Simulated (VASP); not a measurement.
# MnS in VASP: notebook

MnS is run at these levels: r2SCAN; tasks: single point.

Program: VASP 6.6.1. These are calculated values, not measurements. Logs are shortened: lines on timing, memory, paths and dates and some standing lists are left out, and cuts for length are marked.

### Step 1. The cell of the first run

The typed cell holds 2 atoms: a = 3.099 Å, b = 3.099 Å, c = 3.099 Å, α = 90.00°, β = 90.00°, γ = 90.00°.

### Step 2. Single point, r2SCAN, collinear spin, ferromagnetic start

Input file POSCAR:

```
MnS
1.0
    3.0990400000      0.0000000000      0.0000000000
    0.0000000000      3.0990400000      0.0000000000
    0.0000000000      0.0000000000      3.0990400000
Mn S
1 1
Direct
    0.5215224088      0.5008329380      0.4749077323
    0.0306105705      0.0226415856     -0.0339163600
```

Input file INCAR.step1:

```
PREC = Accurate ; ENCUT = 520
ISMEAR = -1 ; SIGMA = 0.01
LREAL = F ; LASPH = T
NELM = 150 ; ISPIN = 2
MAGMOM = 5.2 0 ; LMAXMIX = 4
NBANDS = 20 ; GGA = PE
ALGO = Normal ; EDIFF = 1E-4
LWAVE = T ; LCHARG = F
```

Input file INCAR.step2:

```
PREC = Accurate ; ENCUT = 520
EDIFF = 1E-7 ; ISMEAR = -1
SIGMA = 0.01 ; LREAL = F
LASPH = T ; NELM = 150
ALGO = Normal ; ISIF = 2
LWAVE = F ; LCHARG = F
ISPIN = 2 ; MAGMOM = 5.2 0
LORBIT = 11 ; LMAXMIX = 4
METAGGA = R2SCAN ; LMIXTAU = T
NBANDS = 20 ; ISTART = 1
```

Input file KPOINTS:

```
regular mesh
0
Gamma
  5 5 5
```

Potentials or basis: VASP PAW PBE potentials, release 64 (Mn_pv, S).

Started as:

```console
$ cat potpaw_PBE.64/Mn_pv/POTCAR potpaw_PBE.64/S/POTCAR > POTCAR
$ cp INCAR.step1 INCAR
$ mpirun -np 1 vasp_std > vasp.out
$ cp INCAR.step2 INCAR
$ mpirun -np 1 vasp_std > vasp.out
```

OUTCAR:

```text
PREC = Accurate
   ENCUT = 520
   EDIFF = 1E-7
   ISMEAR = -1
   LREAL = F
   LASPH = T
   NELM = 150
   ISIF = 2
   ISPIN = 2
   LORBIT = 11
   METAGGA = R2SCAN
   ISTART = 1

 ion  position               nearest neighbor table
   1  0.522  0.501  0.475-   2 2.61   2 2.65   2 2.65   2 2.68   2 2.69   2 2.72   2 2.72   2 2.76

   2  0.031  0.023  0.966-   1 2.61   1 2.65   1 2.65   1 2.68   1 2.69   1 2.72   1 2.72   1 2.76

  LATTYP: Found a simple cubic cell.
 ALAT       =     3.0990400000

  Lattice vectors:

 A1 = (   3.0990400000,   0.0000000000,   0.0000000000)
 A2 = (   0.0000000000,   3.0990400000,   0.0000000000)
 A3 = (   0.0000000000,   0.0000000000,   3.0990400000)

Analysis of symmetry for initial positions (statically):
=====================================================================
 Subroutine PRICEL returns:
 Original cell was already a primitive cell.

 Routine SETGRP: Setting up the symmetry group for a
 simple cubic supercell.

 Subroutine GETGRP returns: Found  1 space group operations
 (whereof  1 operations were pure point group operations)
 out of a pool of 48 trial point group operations.

The static configuration has the point symmetry C_1 .

Analysis of symmetry for dynamics (positions and initial velocities):
=====================================================================
 Subroutine PRICEL returns:
 Original cell was already a primitive cell.

 Routine SETGRP: Setting up the symmetry group for a
 simple cubic supercell.

 Subroutine GETGRP returns: Found  1 space group operations
 (whereof  1 operations were pure point group operations)
 out of a pool of 48 trial point group operations.

The dynamic configuration has the point symmetry C_1 .

Analysis of structural, dynamic, and magnetic symmetry:
=====================================================================
 Subroutine PRICEL returns:
 Original cell was already a primitive cell.

 Routine SETGRP: Setting up the symmetry group for a
 simple cubic supercell.

 Subroutine GETGRP returns: Found  1 space group operations
 (whereof  1 operations were pure point group operations)
 out of a pool of 48 trial point group operations.

The overall configuration has the point symmetry C_1 .

 Subroutine INISYM returns: Found  1 space group operations
 (whereof  1 operations are pure point group operations),
 and found     1 'primitive' translations

----------------------------------------------------------------------------------------

                                     Primitive cell

  volume of cell :      29.7633

  direct lattice vectors                    reciprocal lattice vectors
     3.099040000  0.000000000  0.000000000     0.322680572  0.000000000  0.000000000
     0.000000000  3.099040000  0.000000000     0.000000000  0.322680572  0.000000000
     0.000000000  0.000000000  3.099040000     0.000000000  0.000000000  0.322680572

  length of vectors
     3.099040000  3.099040000  3.099040000     0.322680572  0.322680572  0.322680572

  position of ions in fractional coordinates (direct lattice)
     0.521522409  0.500832938  0.474907732
     0.030610571  0.022641586  0.966083640

  ion indices of the primitive-cell ions
   primitive index   ion index
                 1           1
                 2           2

----------------------------------------------------------------------------------------

 KPOINTS: regular mesh

Automatic generation of k-mesh.
 Grid dimensions read from file:
 generate k-points for:    5    5    5

 Generating k-lattice:

  Cartesian coordinates                     Fractional coordinates (reciprocal lattice)
     0.064536114  0.000000000  0.000000000     0.200000000  0.000000000  0.000000000
     0.000000000  0.064536114  0.000000000     0.000000000  0.200000000  0.000000000
     0.000000000  0.000000000  0.064536114     0.000000000  0.000000000  0.200000000

  Length of vectors
     0.064536114  0.064536114  0.064536114

  Shift w.r.t. Gamma in fractional coordinates (k-lattice)
     0.000000000  0.000000000  0.000000000

 Subroutine IBZKPT returns following result:
 ===========================================

 Found     63 irreducible k-points:

 Following reciprocal coordinates:
            Coordinates               Weight
  0.000000  0.000000  0.000000      1.000000
  0.200000  0.000000  0.000000      2.000000
  0.000000  0.200000  0.000000      2.000000
  0.000000  0.000000  0.200000      2.000000
  0.400000  0.000000  0.000000      2.000000
  0.000000  0.400000  0.000000      2.000000
[... 16 lines left out ...]
  0.000000 -0.200000  0.400000      2.000000
  0.400000 -0.200000  0.000000      2.000000
 [... further k-points ...]
   k-points           NKPTS =     63   k-points in BZ     NKDIM =     63   number of bands    NBANDS=     20
   number of dos      NEDOS =    301   number of ions     NIONS =      2
   total plane-waves  NPLWV =  13824
   dimension x,y,z NGX =    24 NGY =   24 NGZ =   24
   dimension x,y,z NGXF=    48 NGYF=   48 NGZF=   48
   ions per type =               1   1
   NGX,Y,Z   is equivalent  to a cutoff of  12.87, 12.87, 12.87 a.u.
   NGXF,Y,Z  is equivalent  to a cutoff of  25.75, 25.75, 25.75 a.u.
 SYSTEM =  unknown system
   PREC   = accura    normal or accurate (medium, high low for compatibility)
   ISTART =      1    job   : 0-new  1-cont  2-samecut
   ICHARG =      0    charge: 1-file 2-atom 10-const
   ISPIN  =      2    spin polarized calculation?
   LNONCOLLINEAR =      F non collinear calculations
   LSORBIT =      F    spin-orbit coupling
   LASPH  =      T    aspherical Exc in radial PAW
   ENCUT  =  520.0 eV  38.22 Ry    6.18 a.u.   5.76  5.76  5.76*2*pi/ulx,y,z
   NELM   =    150;   NELMIN=  2; NELMDL=  0     # of ELM steps
   EDIFF  = 0.1E-06   stopping-criterion for ELM
   LREAL  =      F    real-space projection
   EDIFFG = 0.1E-05   stopping-criterion for IOM
   NSW    =      0    number of steps for IOM
   IBRION =     -1    ionic relax: 0-MD 1-quasi-New 2-CG
   NFREE  =      0    steps in history (QN), initial steepest desc. (CG)
   ISIF   =      2    stress and relaxation
   ISYM   =      2    0-nonsym 1-usesym 2-fastsym
   POTIM  = 0.5000    time-step for ionic-motion
   TEBEG  =    0.0;   TEEND  =   0.0 temperature during run
   PSTRESS=    0.0 pullay stress
   NELECT =      19.0000    total number of electrons
   NUPDOWN=      -1.0000    fix difference up-down
   EMIN   =  10.00;   EMAX   =-10.00  energy-range for DOS
   EFERMI =   0.00;   METHOD = LEGACY
   ISMEAR =    -1;   SIGMA  =   0.01  broadening in eV -4-tet -1-fermi 0-gaus
   EFERMI_NEDOS =   21; number of points for ismear=-14 and -15
   IALGO  =     38    algorithm
   IMIX   =      4    mixing-type and parameters
     AMIX     =   0.40;   BMIX     =  1.00
     AMIX_MAG =   1.60;   BMIX_MAG =  1.00
  volume/ion in A,a.u.               =      14.88       100.43
  Fermi-wavevector in a.u.,A,eV,Ry     =   1.409610  2.663776 27.034766  1.986999
  Thomas-Fermi vector in A             =   2.531648
   LORBIT       =     11    0 simple, 1 ext, 2 COOP (PROOUT), +10 PAW based schemes
   METAGGA = R2SCAN    functional components
   LHFCALC =     F    Hartree Fock is set to
   AEXX    =    0.0000 exact exchange contribution
   IVDW    =     0    specifies the selected vdW correction
   LEPSILON=     F    determine dielectric tensor
   LRPA    =     F    only Hartree local field effects (RPA)
 spin polarized calculation
  energy-cutoff  :      520.00
  volume of cell :       29.76
 maximum number of plane-waves:       812
   NGX = 11   NGY = 11   NGZ = 11

 number of electron      18.9999983 magnetization       4.4240758

 Free energy of the ion-electron system (eV)
  ---------------------------------------------------
  ext. energy  EPLUGINS =         0.00000000
  ---------------------------------------------------
  free energy    TOTEN  =       -23.54722779 eV

  energy without entropy =      -23.54717204  energy(sigma->0) =      -23.54719992

 E-fermi :   8.7985     XC(G=0): -12.3055

 val. band max:        8.7426291672   @ k =  -0.2000   0.4000   0.4000
 cond. band min:       8.8491628623   @ k =  -0.4000  -0.4000   0.2000
 fundamental gap:      0.1065336952
 Fermi energy:         8.7984568404

 spin component 1

 k-point     1 :       0.0000    0.0000    0.0000
  band No.  band energies     occupation
      1     -44.3792      1.00000
      2     -44.3228      1.00000
      3     -44.3202      1.00000
      4      -7.5964      1.00000
      5       3.9394      1.00000
      6       4.0246      1.00000
[... 12 lines left out ...]
     19      24.6438      0.00000
     20      24.6439      0.00000

 k-point     2 :       0.2000    0.0000    0.0000
  band No.  band energies     occupation
      1     -44.3782      1.00000
      2     -44.3326      1.00000
      3     -44.3217      1.00000
      4      -7.1537      1.00000
      5       2.9498      1.00000
      6       4.0687      1.00000
[... 498 lines left out ...]
 k-point    24 :       0.4000   -0.2000    0.0000
  band No.  band energies     occupation
      1     -44.3756      1.00000
      2     -44.3511      1.00000
      3     -44.3320      1.00000
      4      -5.8741      1.00000
      5       0.9545      1.00000
      6       3.6333      1.00000
[... 12 lines left out ...]
     19      24.9901      0.00000
     20      25.9119      0.00000

 [... further k-points ...]

 spin component 2

 k-point     1 :       0.0000    0.0000    0.0000
  band No.  band energies     occupation
      1     -38.5269      1.00000
      2     -38.5052      1.00000
      3     -38.5040      1.00000
      4      -7.4739      1.00000
      5       6.7597      1.00000
      6       6.8002      1.00000
[... 12 lines left out ...]
     19      26.3218      0.00000
     20      26.3249      0.00000

 k-point     2 :       0.2000    0.0000    0.0000
  band No.  band energies     occupation
      1     -38.5255      1.00000
      2     -38.5206      1.00000
      3     -38.5036      1.00000
      4      -7.0390      1.00000
      5       3.8775      1.00000
      6       6.7144      1.00000
[... 498 lines left out ...]
 k-point    24 :       0.4000   -0.2000    0.0000
  band No.  band energies     occupation
      1     -38.5451      1.00000
      2     -38.5217      1.00000
      3     -38.5171      1.00000
      4      -5.7744      1.00000
      5       1.4997      1.00000
      6       4.8136      1.00000
[... 12 lines left out ...]
     19      25.6825      0.00000
     20      27.2236      0.00000

 [... further k-points ...]
[... 5 lines left out ...]
  --------------------------------------------------------------------------------------
  -------------------------------------------------------------------------------------
  Total        1.3519210      1.3545646      1.5935645      0.0249523     -0.0255701     -0.0114862
  in kB       72.7746863     72.9169941     85.7824974      1.3431979     -1.3764511     -0.6183065
  external PRESSURE =      77.1580593 kB  Pullay stress =       0.0000000 kB

 VOLUME and BASIS-vectors are now :
 -----------------------------------------------------------------------------
  energy-cutoff  :      520.00
  volume of cell :       29.76
      direct lattice vectors                 reciprocal lattice vectors
     3.099040000  0.000000000  0.000000000     0.322680572  0.000000000  0.000000000
     0.000000000  3.099040000  0.000000000     0.000000000  0.322680572  0.000000000
     0.000000000  0.000000000  3.099040000     0.000000000  0.000000000  0.322680572

 POSITION                                       TOTAL-FORCE (eV/Angst)
 -----------------------------------------------------------------------------------
      1.61622      1.55210      1.47176         0.036251      0.084855     -0.040933
      0.09486      0.07017      2.99393        -0.036251     -0.084855      0.040933
 -----------------------------------------------------------------------------------
    total drift:                                0.001142      0.001694     -0.012850

  FREE ENERGIE OF THE ION-ELECTRON SYSTEM (eV)
  ---------------------------------------------------
  free  energy   TOTEN  =       -23.5472277943 eV

  energy  without entropy=      -23.5471720357  energy(sigma->0) =      -23.54719992

 total charge

# of ion       s       p       d       tot
------------------------------------------
    1        0.223   6.166   4.974  11.362
    2        1.346   2.409   0.000   3.755
--------------------------------------------------
tot          1.569   8.575   4.974  15.117

 magnetization (x)

# of ion       s       p       d       tot
------------------------------------------
    1        0.015   0.034   4.137   4.185
    2        0.031   0.008   0.000   0.039
--------------------------------------------------
tot          0.046   0.042   4.137   4.224
```

Wall time 96 s (1 thread of Intel Xeon 6975P-C (Granite Rapids), shared host); peak memory 0.19 GiB.

Results:

```
Free energy                                           : -23.5472 eV
Pressure                                              : 7.7 GPa
Largest force                                         : 0.101 eV/Å
Net moment                                            : 4.42 μB per cell
Site moments                                          : Mn +4.18; S +0.04 μB
Valence electrons inside the program's atomic spheres : Mn 11.36; S 3.75
```

Forces on the atoms (eV/Å):
```
Mn   0.036  0.085 -0.041
S   -0.036 -0.085  0.041
```

Caveat: the k points lie up to 0.41 Å⁻¹ apart; the PAW data sets were made with another functional, which shifts forces and pressure a little; a cell with one magnetic atom can't hold antiferromagnetic order, which such compounds often take; semilocal functionals often make such compounds metallic where correlation or magnetic order opens a gap, which also shifts bond lengths. With open d or f shells a metallic result of r2SCAN can be an artefact of self-interaction; +U or a hybrid may open a gap.

### Step 3. Single point, r2SCAN, collinear spin, ferromagnetic start

Input file POSCAR:

```
MnS
1.0
    3.0990400000      0.0000000000      0.0000000000
    0.0000000000      3.0990400000      0.0000000000
    0.0000000000      0.0000000000      3.0990400000
Mn S
1 1
Direct
    0.5216821212      0.5012079223      0.4747433257
    0.0304507923      0.0222666215     -0.0337520320
```

Input file INCAR.step1:

```
SYSTEM = MnS
PREC = Accurate
ENCUT = 520
ISMEAR = -1
SIGMA = 0.01
LREAL = .FALSE.
LASPH = .TRUE.
NELM = 150
ISPIN = 2
MAGMOM = 5.2 0
LMAXMIX = 4
NBANDS = 20
GGA = PE
ALGO = Normal
EDIFF = 1E-4
LWAVE = .TRUE.
LCHARG = .FALSE.
```

Input file INCAR.step2:

```
SYSTEM = MnS
PREC = Accurate
ENCUT = 520
EDIFF = 1E-7
ISMEAR = -1
SIGMA = 0.01
LREAL = .FALSE.
LASPH = .TRUE.
NELM = 150
ALGO = Normal
ISIF = 2
LWAVE = .FALSE.
LCHARG = .FALSE.
ISPIN = 2
MAGMOM = 5.2 0
LORBIT = 11
LMAXMIX = 4
METAGGA = R2SCAN
LMIXTAU = .TRUE.
NBANDS = 20
ISTART = 1
```

Input file KPOINTS:

```
Automatic mesh
0
G
  5 5 5
  0 0 0
```

Potentials or basis: VASP PAW PBE potentials, release 64 (Mn_pv, S).

Started as:

```console
$ cat potpaw_PBE.64/Mn_pv/POTCAR potpaw_PBE.64/S/POTCAR > POTCAR
$ cp INCAR.step1 INCAR
$ mpirun -np 1 vasp_std > vasp.out
$ cp INCAR.step2 INCAR
$ mpirun -np 1 vasp_std > vasp.out
```

Wall time 1.7 min (1 thread of Intel Xeon 6975P-C (Granite Rapids), shared host); peak memory 0.19 GiB.

The run converged. Its results:

| Quantity | Value |
| --- | --- |
| Free energy | -23.5475 eV |
| Pressure | 7.7 GPa |
| Largest force | 0.096 eV/Å |
| Net moment | 4.42 μB per cell |
| Site moments | Mn +4.18; S +0.04 μB |
| Valence electrons inside the program's atomic spheres | Mn 11.36; S 3.75 |

Forces on the atoms (eV/Å):
```
Mn   0.034  0.081 -0.038
S   -0.034 -0.081  0.038
```

Stress tensor (GPa, compression positive):
```
 7.26  0.13 -0.06
 0.13  7.28 -0.13
-0.06 -0.13  8.56
```

Levels at points of the mesh, in eV from the Fermi level:
Spin up:
```csv
k point,band 10,band 11,band 12,band 13,band 14,band 15
"(0.00, 0.00, 0.00)",-2.11,-2.09,-2.09,1.86,6.76,6.78
```
Spin down:
| k point | band 5 | band 6 | band 7 | band 8 | band 9 | band 10 |
| --- | --- | --- | --- | --- | --- | --- |
| (0.00, 0.00, 0.00) | -2.03 | -2.00 | -1.98 | -0.64 | -0.57 | 1.98 |

Caveat: the k points lie up to 0.41 Å⁻¹ apart; the PAW data sets were made with another functional, which shifts forces and pressure a little; a cell with one magnetic atom can't hold antiferromagnetic order, which such compounds often take; semilocal functionals often make such compounds metallic where correlation or magnetic order opens a gap, which also shifts bond lengths. With open d or f shells a metallic result of r2SCAN can be an artefact of self-interaction; +U or a hybrid may open a gap.

(Part 1 of 2 ends here.)
